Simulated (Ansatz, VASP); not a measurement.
## Two plane-wave programs on ZnS

```xyz
8
Lattice="-2.6945 -2.6945 0.0000 2.6945 -2.6945 0.0000 1.0778 -1.0778 10.7781" Properties=species:S:1:pos:R:3 pbc="T T T"
Zn    0.0000   -2.6945    2.0209
Zn    0.0000    0.0000    4.7154
Zn    0.0000   -2.6945    7.4099
Zn    0.0000    0.0000   10.1044
S    -1.3473   -1.3473    3.3681
S     1.3473   -1.3473    6.0627
S    -1.3473   -1.3473    8.7572
S     1.3473   -1.3473    0.6736
```

Alike in both runs: task single point; functional r2SCAN; k mesh 6 × 6 × 2; occupations gaussian, width 0.05 eV; no spin polarisation.

|  | VASP | Ansatz |
| --- | --- | --- |
| version | VASP 6.6.1 | Ansatz 0.2.0 |
| potentials or method | VASP PAW PBE potentials, release 64 (Zn, S), cutoff 520 eV | scalar-relativistic, plane waves, PAW |
| valence electrons in the cell | 72 | 72 |

|  | VASP | Ansatz | Ansatz less VASP |
| --- | --- | --- | --- |
| gap on the k mesh at the Fermi level (eV) | 2.58 | 2.51 | -0.075 |
| least direct gap on the mesh (eV) | 2.58 | 2.51 | -0.075 |
| rms of the force components (eV/Å) | 18.163 | 16.608 | -1.5554 |

VASP's potentials were made for PBE, not for r2SCAN. Atom by atom the forces differ by 1.556 eV/Å (rms over components).
